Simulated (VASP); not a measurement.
A run of VASP 6.6.1 is set up as follows.

File INCAR:

```
SYSTEM = TiTe2
ALGO = Normal ; DIPOL = 0.5 0.5 0.500
EDIFF = 1E-6 ; ENCUT = 520
GGA = PE ; IDIPOL = 3
ISIF = 2 ; ISMEAR = -1
LASPH = .TRUE. ; LCHARG = .FALSE.
LDIPOL = .TRUE. ; LREAL = .FALSE.
LWAVE = .FALSE. ; NBANDS = 33
NELM = 80 ; PREC = Accurate
SIGMA = 0.05
```

KPOINTS

```
k-points
0
G
  8 8 1
  0 0 0
```

POSCAR

```
TiTe2
1.0
    3.7770008876      0.0000000000      0.0000000000
   -1.8885004438      3.2709787188      0.0000000000
    0.0000000000      0.0000000000     24.9133488000
Te Ti
4 2
Direct
    0.3333333333      0.6666666666      0.3010434310
    0.6666666667      0.3333333334      0.4381325404
    0.3333333333      0.6666666666      0.5618674596
    0.6666666667      0.3333333334      0.6989565690
    0.0000000000      0.0000000000      0.3695879857
    0.0000000000      0.0000000000      0.6304120143
```

Potentials or basis: VASP PAW PBE potentials, release 64 (Te, Ti_sv).

Run with:

```console
$ cat potpaw_PBE.64/Te/POTCAR potpaw_PBE.64/Ti_sv/POTCAR > POTCAR
$ mpirun -np 1 vasp_std > vasp.out
```

Q: Predict the largest force.

A: 0.256 eV/Å.

Q: Predict the band gap on the k mesh.

A: Zero (bands 24 and 25 overlap by 0.55 eV).

Forces in eV/Å, atoms in the order of the input:
```
Te   0.000  0.000 -0.256
Te   0.000  0.000  0.015
Te   0.000  0.000 -0.015
Te   0.000  0.000  0.256
Ti   0.000  0.000  0.115
Ti   0.000  0.000 -0.115
```

Caveat: spin-orbit coupling is left out, which moves the levels of the heavy elements.
